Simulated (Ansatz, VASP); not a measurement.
Te2Mo in VASP and in Ansatz

```
Te Mo
1.0
     3.50389    0.00000    0.00000
    -1.75195    3.09515    0.00000
     0.00000    0.00000   33.27021
Te Mo
2 1
Direct
  0.33383 0.66766 0.44577
  0.33383 0.66766 0.55423
  0.66567 0.33135 0.50000
```

Change from the starting cell: strain along y +0.020, atoms relaxed.

Alike in both runs: functional PBE; dispersion D3(BJ); k mesh 12 × 12 × 1; occupations gaussian, width 0.02 eV; no spin polarisation.

Ansatz relaxed the structure, and its values are those at the end. VASP's run is a single point on that final structure, the one shown.

```csv
,VASP,Ansatz
version,VASP 6.6.1,Ansatz 0.2.0
potentials or method,"VASP PAW PBE potentials, release 64 (Te, Mo_sv), cutoff 520 eV","scalar-relativistic, plane waves, PAW"
valence electrons in the cell,26,46
```

```tsv
	VASP	Ansatz	Ansatz less VASP
gap on the k mesh at the Fermi level (eV)	1.10	1.10	+0.001
least direct gap on the mesh (eV)	1.10	1.10	+0.001
rms of the force components (eV/Å)	0.003	0.004	+0.0005
```

VASP's potentials hold 26 valence electrons a cell and Ansatz's 46, so a difference there can come from the potentials and not from the codes. Ansatz's warnings: stress scf threshold loose.

Spin-orbit coupling is off throughout.
